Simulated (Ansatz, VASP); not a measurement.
**B: VASP beside Ansatz**

File INCAR:

```
  ALGO = Normal
  EDIFF = 1E-6
  ENCUT = 520
  GGA = CA
  ISIF = 2
  ISMEAR = -1
  LASPH = True
  LCHARG = False
  LREAL = False
  LWAVE = False
  NBANDS = 10
  NELM = 60
  PREC = Accurate
  SIGMA = 0.05
```

KPOINTS

```
k-points
0
Gamma
  16 16 9
```

File POSCAR:

```
B
1.0
    2.1003865828      0.0000000000      0.0000000000
   -1.0501932914      1.8189881384      0.0000000000
    0.0000000000      0.0000000000      3.4026262641
B
2
Direct
    0.2733333333      0.6366666667      0.2050000000
    0.7266666667      0.3633333333      0.7950000000
```

Input for Ansatz:

```yaml
crystal:
  lattice:
    - [2.1003865828, 0.0, 0.0]
    - [-1.0501932914, 1.8189881384, 0.0]
    - [0.0, 0.0, 3.4026262641]
  atoms:
    - { symbol: B, position: [0.2733333333, 0.6366666667, 0.205] }
    - { symbol: B, position: [0.7266666667, 0.3633333333, 0.795] }
kpoints:
  mp_grid: { grid: [16, 16, 9] }
scf:
  occupations: { method: fermi_dirac, width: 0.05 }
hamiltonian:
  xc: lda
  pseudopotentials: { kind: paw }
output:
  forces: true
  stress: true
  eigenvalues: true
  populations: true
```

Change from the starting cell: shortest bond scaled by 0.82, PAW files.

Alike in both runs: task single point; functional LDA; k mesh 16 × 16 × 9; occupations fermi-dirac, width 0.05 eV; no spin polarisation.

```csv
,VASP,Ansatz
version,VASP 6.6.1,Ansatz 0.2.0
potentials or method,"VASP PAW LDA potentials, release 64 (B)","PAW with Ansatz's default frozen-core files, scalar-relativistic"
plane-wave cutoff (eV),520,420
valence electrons in the cell,6,6
```

```tsv
	VASP	Ansatz	Ansatz less VASP
pressure (GPa)	-10.2	-10.4	-0.27
traceless stress, the component that is largest in VASP (GPa)	15.26	15.37	+0.103
rms of the force components (eV/Å)	0.530	0.522	-0.0076
```

LDA's correlation is that of Perdew and Zunger in VASP and of Perdew and Wang (1992) in Ansatz. Atom by atom the forces differ by 0.008 eV/Å (rms over components).
